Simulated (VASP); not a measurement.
Input of a VASP 6.6.1 run:

File INCAR:

```
  ALGO = Normal
  EDIFF = 1E-6
  ENCUT = 520
  GGA = PS
  ISIF = 2
  ISMEAR = 0
  LASPH = T
  LCHARG = F
  LREAL = F
  LWAVE = F
  NBANDS = 20
  NELM = 60
  PREC = Accurate
  SIGMA = 0.05
```

Contents of KPOINTS:

```
k-points
0
Gamma
  12 12 2
```

The input POSCAR:

```
WS2
1.0
    3.1457762248      0.0000000000      0.0000000000
   -1.5728881124      2.7243221253      0.0000000000
    0.0000000000      0.0000000000     16.5295855575
W S
1 2
Direct
    0.3333333333      0.6666666667      0.0000000000
    0.6666666667      0.3333333333      0.9075761491
    0.6666666667      0.3333333333      0.0924238509
```

Potentials or basis: VASP PAW PBE potentials, release 64 (W_sv, S).

The run is started by

```sh
$ cat potpaw_PBE.64/W_sv/POTCAR potpaw_PBE.64/S/POTCAR > POTCAR
$ mpirun -np 1 vasp_std > vasp.out
```

(1) Estimate the band gap on the k mesh.

(2) What does it give for the largest force?

Answers

(1) 1.77 eV, indirect (least direct gap 1.83 eV).

(2) 0.863 eV/Å.

Caveat: the cell differs from its parent crystal (strain +0.000 along x and y, -0.025 along z); the PAW data sets were made with another functional, which shifts forces and pressure a little; spin-orbit coupling is left out, which moves the levels of the heavy elements.
